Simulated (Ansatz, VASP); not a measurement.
**Sr in VASP and in Ansatz**

The input INCAR:

```
  PREC = Accurate
  ENCUT = 520
  EDIFF = 1E-6
  ISMEAR = -1
  SIGMA = 0.1
  LREAL = False
  LASPH = True
  NELM = 100
  ALGO = Normal
  ISIF = 2
  LWAVE = False
  LCHARG = False
  GGA = RE
  NBANDS = 17
```

The input KPOINTS:

```
regular mesh
0
Gamma
  7 7 7
```

Contents of POSCAR:

```
Sr
1.0
    0.0000000000      4.6934193250      4.6934193250
    4.6934193250      0.0000000000      4.6934193250
    4.6934193250      4.6934193250      0.0000000000
Sr
2
Direct
    0.1250000000      0.1250000000      0.1250000000
    0.8750000000      0.8750000000      0.8750000000
```

Input for Ansatz:

```yaml
crystal:
  lattice:
    - [0.0, 4.693419325, 4.693419325]
    - [4.693419325, 0.0, 4.693419325]
    - [4.693419325, 4.693419325, 0.0]
  atoms:
    - { symbol: Sr, position: [0.125, 0.125, 0.125] }
    - { symbol: Sr, position: [0.875, 0.875, 0.875] }
hamiltonian:
  xc: revpbe
  pseudopotentials:
    kind: paw
    azcp:
      Sr: "pseudopotentials/Sr.paw.azcp"
basis:
  ecutwfc: 420
  fft_grid_basis: typed
kpoints:
  mp_grid: { grid: [7, 7, 7], shift: [0, 0, 0] }
magnetization:
  spin_polarized: false
scf:
  occupations: { method: fermi_dirac, width: 0.1 }
  lower_state_search: "off"
output:
  stress: true
```

Alike in both runs: task single point; functional revPBE; k mesh 7 × 7 × 7; occupations fermi-dirac, width 0.1 eV; no spin polarisation.

|  | VASP | Ansatz |
| --- | --- | --- |
| version | VASP 6.6.1 | Ansatz 0.2.0 |
| potentials or method | VASP PAW PBE potentials, release 64 (Sr_sv), cutoff 520 eV | plane waves (420 eV) with PAW, scalar-relativistic |
| valence electrons in the cell | 20 | 20 |

|  | VASP | Ansatz | Ansatz less VASP |
| --- | --- | --- | --- |
| pressure (GPa) | 0.4 | 0.4 | 0.00 |

VASP's potentials were made for PBE, not for revPBE. With one functional, cell and mesh, what is left measures potentials, basis and numerics.
